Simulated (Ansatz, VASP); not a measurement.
B: VASP beside Ansatz

File INCAR:

```
SYSTEM = B
ALGO     = Normal         ! electronic algorithm
EDIFF    = 1E-8           ! SCF threshold, eV
ENCUT    = 520            ! plane-wave cutoff, eV
GGA      = PE             ! functional
ISIF     = 2              ! what is computed and relaxed
ISMEAR   = -1             ! smearing method
LASPH    = .TRUE.         ! aspherical terms in the spheres
LCHARG   = .FALSE.        ! write CHGCAR
LEFG     = .TRUE.       
LREAL    = .FALSE.        ! projectors in reciprocal space
LWAVE    = .FALSE.        ! write WAVECAR
NBANDS   = 8              ! bands
NELM     = 60             ! most SCF steps
PREC     = Accurate       ! precision mode
SIGMA    = 0.05           ! smearing width, eV
```

Contents of KPOINTS:

```
k-points
0
G
  18 18 18
  0 0 0
```

The input POSCAR:

```
B
1.0
    1.8289429355      0.0000000000      0.0000000000
    0.0000000000      1.8289429355      0.0000000000
    0.0000000000      0.0000000000      1.8855081809
B
1
Direct
    0.0000000000      0.0000000000      0.0000000000
```

Input for Ansatz:

```yaml
crystal:
  lattice:
    - [1.8289429355, 0.0, 0.0]
    - [0.0, 1.8289429355, 0.0]
    - [0.0, 0.0, 1.8855081809]
  atoms:
    - { symbol: B, position: [0.0, 0.0, 0.0] }
kpoints:
  mp_grid: { grid: [18, 18, 18] }
scf:
  occupations: { method: fermi_dirac, width: 0.05 }
hamiltonian:
  xc: pbe
  pseudopotentials: { kind: paw }
output:
  forces: true
  stress: true
  eigenvalues: true
  efg: { contact_densities: true }
```

Change from the starting cell: x and y stretched by -3 %, z held, PAW files.

Alike in both runs: task electric field gradients; functional PBE; k mesh 18 × 18 × 18; occupations fermi-dirac, width 0.05 eV; no spin polarisation.

|  | VASP | Ansatz |
| --- | --- | --- |
| version | VASP 6.6.1 | Ansatz 0.2.0 |
| potentials or method | VASP PAW PBE potentials, release 64 (B) | PAW with Ansatz's default frozen-core files, scalar-relativistic |
| plane-wave cutoff (eV) | 520 | 420 |
| valence electrons in the cell | 3 | 3 |

```csv
,VASP,Ansatz,Ansatz less VASP
pressure (GPa),16.2,16.2,-0.06
"traceless stress, the component that is largest in VASP (GPa)",-4.97,-4.96,+0.007
size of Vzz on the site where it differs most (V/Å²),1.8,1.4,-0.43
```
